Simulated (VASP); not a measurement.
# Pt in VASP: notebook, part 2 of 2

VASP 6.6.1. The steps go on from the part before.

## 4. Single point, PBE

Input file INCAR:

```
ALGO = Normal ; DIPOL = 0.5 0.5 0.500
EDIFF = 1E-7 ; ENCUT = 520
GGA = PE ; IDIPOL = 3
ISIF = 2 ; ISMEAR = 0
LASPH = True ; LCHARG = False
LDIPOL = True ; LREAL = False
LWAVE = False ; NBANDS = 33
NELM = 80 ; PREC = Accurate
SIGMA = 0.1
```

Input file KPOINTS:

```
k-points
0
Gamma
  12 12 1
```

Input file POSCAR:

```
Pt
1.0
    2.8072917799      0.0000000000      0.0000000000
   -1.4036458899      2.4311859972      0.0000000000
    0.0000000000      0.0000000000     24.1685765598
Pt
5
Direct
    0.6666666667      0.3333333333      0.3103203030
    0.3333333333      0.6666666667      0.4051601515
    0.0000000000      0.0000000000      0.5000000000
    0.6666666667      0.3333333333      0.5948398485
    0.3333333333      0.6666666667      0.6896796970
```

Potentials or basis: VASP PAW PBE potentials, release 64 (Pt).

Started as:

```
> cat potpaw_PBE.64/Pt/POTCAR > POTCAR
> mpirun -np 1 vasp_std > vasp.out
```

OUTCAR:

```text
EDIFF = 1E-7
   ENCUT = 520
   GGA = PE
   ISIF = 2
   ISMEAR = 0
   LASPH = True
   LREAL = False
   NELM = 80
   PREC = Accurate

 ion  position               nearest neighbor table
   1  0.667  0.333  0.310-   2 2.81   2 2.81   2 2.81
   2  0.333  0.667  0.405-   3 2.81   1 2.81   1 2.81   3 2.81   3 2.81   1 2.81
   3  0.000  0.000  0.500-   2 2.81   4 2.81   2 2.81   4 2.81   4 2.81   2 2.81
   4  0.667  0.333  0.595-   3 2.81   5 2.81   5 2.81   3 2.81   3 2.81   5 2.81
   5  0.333  0.667  0.690-   4 2.81   4 2.81   4 2.81

  LATTYP: Found a hexagonal cell.
 ALAT       =     2.8072917799
 C/A-ratio  =     8.6092143086

  Lattice vectors:

 A1 = (   2.8072917799,   0.0000000000,   0.0000000000)
 A2 = (  -1.4036458899,   2.4311859972,   0.0000000000)
 A3 = (   0.0000000000,   0.0000000000,  24.1685765598)

Analysis of symmetry for initial positions (statically):
=====================================================================
 Subroutine PRICEL returns:
 Original cell was already a primitive cell.

 Routine SETGRP: Setting up the symmetry group for a
 hexagonal supercell.

 Subroutine GETGRP returns: Found 12 space group operations
 (whereof 12 operations were pure point group operations)
 out of a pool of 24 trial point group operations.

The static configuration has the point symmetry D_3d.

Analysis of symmetry for dynamics (positions and initial velocities):
=====================================================================
 Subroutine PRICEL returns:
 Original cell was already a primitive cell.

 Routine SETGRP: Setting up the symmetry group for a
 hexagonal supercell.

 Subroutine GETGRP returns: Found 12 space group operations
 (whereof 12 operations were pure point group operations)
 out of a pool of 24 trial point group operations.

The dynamic configuration has the point symmetry D_3d.

 Subroutine INISYM returns: Found 12 space group operations
 (whereof 12 operations are pure point group operations),
 and found     1 'primitive' translations

----------------------------------------------------------------------------------------

                                     Primitive cell

  volume of cell :     164.9517

  direct lattice vectors                    reciprocal lattice vectors
     2.807291780  0.000000000  0.000000000     0.356215199  0.205660941  0.000000000
    -1.403645890  2.431185997  0.000000000     0.000000000  0.411321882  0.000000000
     0.000000000  0.000000000 24.168576560     0.000000000  0.000000000  0.041376040

  length of vectors
     2.807291780  2.807291780 24.168576560     0.411321882  0.411321882  0.041376040

  position of ions in fractional coordinates (direct lattice)
     0.666666667  0.333333333  0.310320303
     0.333333333  0.666666667  0.405160151
     0.000000000  0.000000000  0.500000000
     0.666666667  0.333333333  0.594839849
     0.333333333  0.666666667  0.689679697

  ion indices of the primitive-cell ions
   primitive index   ion index
                 1           1
                 2           2
                 3           3
                 4           4
                 5           5

[... 33 lines left out ...]
  0.416667  0.000000  0.000000      6.000000
[... 11 lines left out ...]
  0.333333  0.250000  0.000000     12.000000
  0.333333  0.333333  0.000000      2.000000
   k-points           NKPTS =     19   k-points in BZ     NKDIM =     19   number of bands    NBANDS=     33
   number of dos      NEDOS =    301   number of ions     NIONS =      5
   total plane-waves  NPLWV = 103680
   dimension x,y,z NGX =    24 NGY =   24 NGZ =  180
   dimension x,y,z NGXF=    48 NGYF=   48 NGZF=  360
   ions per type =               5
   NGX,Y,Z   is equivalent  to a cutoff of  14.21, 14.21, 12.38 a.u.
   NGXF,Y,Z  is equivalent  to a cutoff of  28.43, 28.43, 24.76 a.u.
 SYSTEM =  unknown system
   PREC   = accura    normal or accurate (medium, high low for compatibility)
   ISTART =      0    job   : 0-new  1-cont  2-samecut
   ICHARG =      2    charge: 1-file 2-atom 10-const
   ISPIN  =      1    spin polarized calculation?
   LNONCOLLINEAR =      F non collinear calculations
   LSORBIT =      F    spin-orbit coupling
   LASPH  =      T    aspherical Exc in radial PAW
   ENCUT  =  520.0 eV  38.22 Ry    6.18 a.u.   5.22  5.22 44.94*2*pi/ulx,y,z
   NELM   =     80;   NELMIN=  2; NELMDL= -5     # of ELM steps
   EDIFF  = 0.1E-06   stopping-criterion for ELM
   LREAL  =      F    real-space projection
   EDIFFG = 0.1E-05   stopping-criterion for IOM
   NSW    =      0    number of steps for IOM
   IBRION =     -1    ionic relax: 0-MD 1-quasi-New 2-CG
   NFREE  =      0    steps in history (QN), initial steepest desc. (CG)
   ISIF   =      2    stress and relaxation
   ISYM   =      2    0-nonsym 1-usesym 2-fastsym
   POTIM  = 0.5000    time-step for ionic-motion
   TEBEG  =    0.0;   TEEND  =   0.0 temperature during run
   PSTRESS=    0.0 pullay stress
   NELECT =      50.0000    total number of electrons
   NUPDOWN=      -1.0000    fix difference up-down
   EMIN   =  10.00;   EMAX   =-10.00  energy-range for DOS
   EFERMI =   0.00;   METHOD = LEGACY
   ISMEAR =     0;   SIGMA  =   0.10  broadening in eV -4-tet -1-fermi 0-gaus
   EFERMI_NEDOS =   21; number of points for ismear=-14 and -15
   IALGO  =     38    algorithm
   IMIX   =      4    mixing-type and parameters
     AMIX     =   0.40;   BMIX     =  1.00
     AMIX_MAG =   1.60;   BMIX_MAG =  1.00
  volume/ion in A,a.u.               =      32.99       222.63
  Fermi-wavevector in a.u.,A,eV,Ry     =   1.099713  2.078156 16.454450  1.209368
  Thomas-Fermi vector in A             =   2.236112
   LORBIT       =      0    0 simple, 1 ext, 2 COOP (PROOUT), +10 PAW based schemes
   GGA     = PE    functional components
   LHFCALC =     F    Hartree Fock is set to
   AEXX    =    0.0000 exact exchange contribution
   IVDW    =     0    specifies the selected vdW correction
   LEPSILON=     F    determine dielectric tensor
   LRPA    =     F    only Hartree local field effects (RPA)
 non-spin polarized calculation
 Gauss-broadening in eV      SIGMA  =   0.10
  energy-cutoff  :      520.00
  volume of cell :      164.95
 maximum number of plane-waves:      4479
 NGX is ok and might be reduce to    24
   NGX = 11   NGY = 11   NGZ = 89

 dipolmoment           0.000000      0.000000      0.000000 electrons x Angstroem

 number of electron      49.9999995 magnetization

 dipolmoment           0.000000      0.000000     -0.000000 electrons x Angstroem

 Free energy of the ion-electron system (eV)
  ---------------------------------------------------
  ext. energy  EPLUGINS =         0.00000000
  ---------------------------------------------------
  free energy    TOTEN  =       -29.24899013 eV

  energy without entropy =      -29.19227003  energy(sigma->0) =      -29.22063008

 E-fermi :   1.9841     XC(G=0):  -7.0232

 val. band max:        1.9797997432   @ k =   0.0000   0.0000   0.0000
 cond. band min:       1.9931596981   @ k =   0.0833   0.0000   0.0000
 fundamental gap:      0.0133599549
 Fermi energy:         1.9840558257

 k-point     1 :       0.0000    0.0000    0.0000
  band No.  band energies     occupation
      1      -7.4629      2.00000
      2      -6.4969      2.00000
      3      -5.4382      2.00000
      4      -4.7881      2.00000
      5      -4.7572      2.00000
      6      -1.7508      2.00000
[... 673 lines left out ...]
     32       8.8539      0.00000
     33       8.8539      0.00000

------------------------ aborting loop because EDIFF is reached ----------------------------------------

 vacuum level on the upper side and lower side of the slab       (xc-potential included)        -0.079        -0.079

  FORCE on cell =-STRESS in cart. coord.  units (eV):
  Direction    XX          YY          ZZ          XY          YZ          ZX
  --------------------------------------------------------------------------------------
  -------------------------------------------------------------------------------------
  Total       -4.3472968     -4.3472968     -0.3881670     -0.0000000      0.0000000      0.0000000
  in kB      -42.2253304    -42.2253304     -3.7702693     -0.0000000      0.0000000      0.0000000
  external PRESSURE =     -29.4069767 kB  Pullay stress =       0.0000000 kB

 VOLUME and BASIS-vectors are now :
 -----------------------------------------------------------------------------
  energy-cutoff  :      520.00
  volume of cell :      164.95
      direct lattice vectors                 reciprocal lattice vectors
     2.807291780  0.000000000  0.000000000     0.356215199  0.205660941  0.000000000
    -1.403645890  2.431185997  0.000000000     0.000000000  0.411321882  0.000000000
     0.000000000  0.000000000 24.168576560     0.000000000  0.000000000  0.041376040

 POSITION                                       TOTAL-FORCE (eV/Angst)
 -----------------------------------------------------------------------------------
      1.40365      0.81040      7.50000         0.000000     -0.000000     -0.091529
     -0.00000      1.62079      9.79214         0.000000      0.000000      0.254195
      0.00000      0.00000     12.08429         0.000000      0.000000      0.000000
      1.40365      0.81040     14.37643         0.000000      0.000000     -0.254195
     -0.00000      1.62079     16.66858        -0.000000      0.000000      0.091529
 -----------------------------------------------------------------------------------
    total drift:                                0.000000      0.000000      0.000000

  FREE ENERGIE OF THE ION-ELECTRON SYSTEM (eV)
  ---------------------------------------------------
  free  energy   TOTEN  =       -29.2489901326 eV

  energy  without entropy=      -29.1922700331  energy(sigma->0) =      -29.22063008

 vacuum level on the upper side and lower side of the slab         7.608         7.608
```

OSZICAR:

```text
N       E                     dE             d eps       ncg     rms          rms(c)
DAV:   1     0.328470185688E+03    0.32847E+03   -0.23221E+04  1254   0.133E+03
DAV:   2    -0.167757078964E+02   -0.34525E+03   -0.31927E+03  1541   0.280E+02
DAV:   3    -0.308302124138E+02   -0.14055E+02   -0.13318E+02  1497   0.529E+01
[... 21 lines left out ...]
DAV:  25    -0.292489887691E+02   -0.37021E-05   -0.74224E-08   949   0.887E-04    0.310E-04
DAV:  26    -0.292489897421E+02   -0.97300E-06   -0.14831E-08   906   0.367E-04    0.176E-04
DAV:  27    -0.292489900118E+02   -0.26966E-06   -0.50630E-09   870   0.240E-04    0.107E-04
DAV:  28    -0.292489901187E+02   -0.10687E-06   -0.30826E-09   855   0.159E-04    0.734E-05
DAV:  29    -0.292489901326E+02   -0.13876E-07   -0.46131E-10   834   0.756E-05
   1 F= -.29248990E+02 E0= -.29220630E+02  d E =-.567201E-01
```

Wall time 6.7 min (1 thread of Intel Xeon 8259CL, shared host); peak memory 0.34 GiB.

Results:

- Free energy: -29.2490 eV
- Largest force: 0.254 eV/Å
- Band gap on the k mesh: zero (bands 25 and 26 overlap by 1.43 eV)

Forces on the atoms (eV/Å):
```
Pt   0.000  0.000 -0.092
Pt   0.000  0.000  0.254
Pt   0.000  0.000  0.000
Pt   0.000  0.000 -0.254
Pt   0.000  0.000  0.092
```

Caveat: spin-orbit coupling is left out, which moves the levels of the heavy elements.

## 5. Single point, PBE

Input file INCAR:

```
  PREC = Accurate
  ENCUT = 520
  EDIFF = 1E-7
  ISMEAR = 1
  SIGMA = 0.2
  LREAL = F
  LASPH = T
  NELM = 100
  ALGO = Normal
  ISIF = 2
  LWAVE = F
  LCHARG = T
  LDIPOL = T
  IDIPOL = 3
  DIPOL = 0.5 0.5 0.500
  GGA = PE
  LELF = T
  LVHAR = T
  LVACPOTAV = T
  NBANDS = 33
```

Input file KPOINTS:

```
Automatic mesh
0
Gamma
  12 12 1
```

POSCAR is that of step 4.

Started as:

```
> cat potpaw_PBE.64/Pt/POTCAR > POTCAR
> mpirun -np 1 vasp_std > vasp.out
```

It took 5.9 min on 1 thread of Intel Xeon 8259CL, shared host; peak memory 0.34 GiB.

The run converged. Its results:

* Free energy: -29.2276 eV
* Largest force: 0.261 eV/Å
* Band gap on the k mesh: zero (bands 25 and 26 overlap by 1.43 eV)

Forces on the atoms (eV/Å):
```
Pt   0.000  0.000 -0.092
Pt   0.000  0.000  0.261
Pt   0.000  0.000  0.000
Pt   0.000  0.000 -0.261
Pt   0.000  0.000  0.092
```

Levels at points of the mesh, in eV from the Fermi level:
```csv
k point,band 21,band 22,band 23,band 24,band 25,band 26,band 27,band 28,band 29,band 30
"(0.00, 0.00, 0.00)",-1.56,-1.38,-1.38,-0.93,-0.93,-0.31,-0.31,-0.09,0.00,0.00
"(0.50, 0.00, 0.00)",0.07,0.18,0.30,0.54,0.56,0.73,2.14,2.49,2.89,2.99
```

Caveat: spin-orbit coupling is left out, which moves the levels of the heavy elements.

## 6. Overview

| cell | smearing | gap on the mesh (eV) | largest force (eV/Å) |
| --- | --- | --- | --- |
| a = 2.807, b = 2.807, c = 24.169 Å, angles 90.0, 90.0, 120.0°, 5 atoms, atomic positions A | gaussian 0.1 eV | none | 0.25 |
| a = 2.807, b = 2.807, c = 24.169 Å, angles 90.0, 90.0, 120.0°, 5 atoms, atomic positions B | gaussian 0.1 eV | none | 0.02 |
| a = 2.807, b = 2.807, c = 24.169 Å, angles 90.0, 90.0, 120.0°, 5 atoms, atomic positions A | methfessel-paxton 0.2 eV | none | 0.26 |

Alike in all rows: task single point; level PBE; potentials or basis VASP PAW PBE potentials, release 64 (Pt); no spin polarisation; k mesh 12 × 12 × 1; cutoff (eV) 520.

Caveats: spin-orbit coupling is left out, which moves the levels of the heavy elements.

Absolute energies hang on the potentials; compare differences alone.
